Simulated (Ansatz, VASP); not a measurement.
**MoS2: VASP beside Ansatz**

INCAR

```
SYSTEM = MoS2
ALGO = Normal
EDIFF = 1E-7
ENCUT = 520
GGA = PE
ISIF = 2
ISMEAR = 1
LASPH = .True.
LCHARG = .False.
LREAL = .False.
LWAVE = .False.
NBANDS = 35
NELM = 100
PREC = Accurate
SIGMA = 0.15
```

KPOINTS

```
k-points
0
Gamma
  8 8 2
  0 0 0
```

Contents of POSCAR:

```
MoS2
1.0
    3.2311530343      0.0000000000      0.0000000000
   -1.6155765171      2.7982611163      0.0000000000
    0.0000000000      0.0000000000     12.5657084235
Mo S
2 4
Direct
    0.3333333333      0.6666666667      0.2500000000
    0.6666666667      0.3333333333      0.7500000000
    0.3333333333      0.6666666667      0.6230000000
    0.6666666667      0.3333333333      0.1230000000
    0.3333333333      0.6666666667      0.8770000000
    0.6666666667      0.3333333333      0.3770000000
```

Input for Ansatz:

```yaml
crystal:
  lattice:
    - [3.2311530342560033, 0.0, 0.0]
    - [-1.6155765171280017, 2.798261116304315, 0.0]
    - [0.0, 0.0, 12.565708423531394]
  atoms:
    - { symbol: Mo, position: [0.3333333333333333, 0.6666666666666666, 0.25] }
    - { symbol: Mo, position: [0.6666666666666666, 0.3333333333333333, 0.75] }
    - { symbol: S, position: [0.3333333333333333, 0.6666666666666666, 0.623] }
    - { symbol: S, position: [0.6666666666666666, 0.3333333333333333, 0.123] }
    - { symbol: S, position: [0.3333333333333333, 0.6666666666666666, 0.877] }
    - { symbol: S, position: [0.6666666666666666, 0.3333333333333333, 0.377] }
basis:
  ecutwfc: 500.0
kpoints:
  mp_grid:
    grid: [8, 8, 2]
hamiltonian:
  pseudopotentials:
    kind: paw
scf:
  occupations:
    method: cold
    width: 0.15
output:
  stress: true
```

Alike in both runs: task single point; functional PBE; k mesh 8 × 8 × 2; no spin polarisation.

```csv
,VASP,Ansatz
version,VASP 6.6.1,Ansatz 0.2.0
potentials or method,"VASP PAW PBE potentials, release 64 (Mo_sv, S), cutoff 520 eV","plane waves, PAW"
occupations,"methfessel-paxton of order 1, width 0.15 eV","cold, width 0.15 eV"
valence electrons in the cell,52,52
```

Ansatz gave:

* pressure (GPa): -5.8
* traceless stress, the component that is largest in VASP (GPa): -0.34

Task: Which values does VASP return?

Result: Pressure (GPa): -5.9; traceless stress, the component that is largest in VASP (GPa): -0.36.
